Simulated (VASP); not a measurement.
A run of VASP 6.6.1 is set up as follows.

INCAR

```
SYSTEM = BN
  ALGO = Normal
  EDIFF = 1E-6
  ENCUT = 520
  GGA = PE
  ISIF = 2
  ISMEAR = 0
  LASPH = .True.
  LCHARG = .True.
  LELF = .True.
  LREAL = .False.
  LVHAR = .True.
  LWAVE = .False.
  NBANDS = 16
  NELM = 100
  PREC = Accurate
  SIGMA = 0.01
```

KPOINTS

```
k-points
0
Gamma
  6 6 2
  0 0 0
```

File POSCAR:

```
BN
1.0
    2.5005826604      0.0000000000      0.0000000000
   -1.2502913302      2.1655681082      0.0000000000
    0.0000000000      0.0000000000      6.5236386365
B N
2 2
Direct
    0.3333333333      0.6666666667      0.2500000000
    0.6666666667      0.3333333333      0.7500000000
    0.3333333333      0.6666666667      0.7500000000
    0.6666666667      0.3333333333      0.2500000000
```

Potentials or basis: VASP PAW PBE potentials, release 64 (B, N).

Command:

```bash
$ cat potpaw_PBE.64/B/POTCAR potpaw_PBE.64/N/POTCAR > POTCAR
$ mpirun -np 1 vasp_std > vasp.out
```

(1) Estimate the pressure.

(2) Estimate the band gap on the k mesh.

Answers

(1) 4.7 GPa.

(2) 4.26 eV, indirect (least direct gap 4.65 eV).

Caveat: the k points lie up to 0.48 Å⁻¹ apart; this functional lacks dispersion, which binds the layers, so the pressure and a relaxed spacing across them are unreliable.
